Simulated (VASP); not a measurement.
Co:

```
CELL_PARAMETERS angstrom
0.00000 1.81400 1.81400
1.81400 0.00000 1.81400
1.81400 1.81400 0.00000
ATOMIC_POSITIONS crystal
Co 0.00000 0.00000 0.00000
```

Program: VASP 6.6.1. Alike in all runs: task single point; level PBE; potentials or basis VASP PAW PBE potentials, release 64 (Co); spin collinear, ferromagnetic start; cell as given; k mesh 11 × 11 × 11; cutoff (eV) 520; smearing fermi-dirac 0.1 eV.

Q: Order these runs on this cell by their pressure, lowest first.
A. fixed moment (μB) 2.97
B. fixed moment (μB) 1.7
C. fixed moment (μB) 3.4
D. fixed moment (μB) 0.42
E. fixed moment (μB) 1.27

A: D (-25.0 GPa), E (-19.8 GPa), B (-15.3 GPa), A (15.7 GPa), C (37.1 GPa).

Caveats: the total moment is fixed, so each spin has its own Fermi level.
